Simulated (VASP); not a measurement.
Input of a VASP 6.6.1 run:

The input POSCAR:

```
Ta
1.0
   -1.6836662614      1.6836662614      1.6836662614
    1.6836662614     -1.6836662614      1.6836662614
    1.6836662614      1.6836662614     -1.6836662614
Ta
1
Direct
    0.0000000000      0.0000000000      0.0000000000
```

Contents of INCAR.step1:

```
SYSTEM = Ta
ALGO     = Normal         ! electronic algorithm
EDIFF    = 1E-5           ! SCF threshold, eV
ENCUT    = 520            ! plane-wave cutoff, eV
GGA      = PE             ! functional
ISIF     = 2              ! what is computed and relaxed
ISMEAR   = -1             ! smearing method
LASPH    = .TRUE.         ! aspherical terms in the spheres
LCHARG   = .FALSE.        ! write CHGCAR
LREAL    = .FALSE.        ! projectors in reciprocal space
LWAVE    = .TRUE.         ! write WAVECAR
NBANDS   = 12             ! bands
NELM     = 80             ! most SCF steps
PREC     = Accurate       ! precision mode
SIGMA    = 0.05           ! smearing width, eV
```

The input INCAR.step2:

```
SYSTEM = Ta
AEXX     = 0.5            ! exact-exchange fraction
ALGO     = Normal         ! electronic algorithm
EDIFF    = 1E-6           ! SCF threshold, eV
ENCUT    = 520            ! plane-wave cutoff, eV
ISIF     = 2              ! what is computed and relaxed
ISMEAR   = -1             ! smearing method
ISTART   = 1            
LASPH    = .TRUE.         ! aspherical terms in the spheres
LCHARG   = .FALSE.        ! write CHGCAR
LHFCALC  = .TRUE.         ! exact exchange
LMIXTAU  = .TRUE.       
LREAL    = .FALSE.        ! projectors in reciprocal space
LWAVE    = .FALSE.        ! write WAVECAR
METAGGA  = R2SCAN         ! meta-GGA
NBANDS   = 12             ! bands
NELM     = 80             ! most SCF steps
PREC     = Accurate       ! precision mode
PRECFOCK = Normal       
SIGMA    = 0.05           ! smearing width, eV
```

KPOINTS

```
k-points
0
G
  6 6 6
  0 0 0
```

Potentials or basis: VASP PAW PBE potentials, release 64 (Ta_pv).

Command:

```bash
$ cat potpaw_PBE.64/Ta_pv/POTCAR > POTCAR
$ cp INCAR.step1 INCAR
$ mpirun -np 1 vasp_std > vasp.out
$ cp INCAR.step2 INCAR
$ mpirun -np 1 vasp_std > vasp.out
```

Task: Estimate the band gap on the k mesh.

Result: Zero (an odd number of electrons rules out a gap without spin polarisation).

Task: What does it give for the pressure?

Result: -13.4 GPa.

Caveat: the k points lie up to 0.44 Å⁻¹ apart, too coarse for converged energies and pressures of a metal; the PAW data sets were made with another functional, which shifts forces and pressure a little; spin-orbit coupling is left out, which moves the levels of the heavy elements.
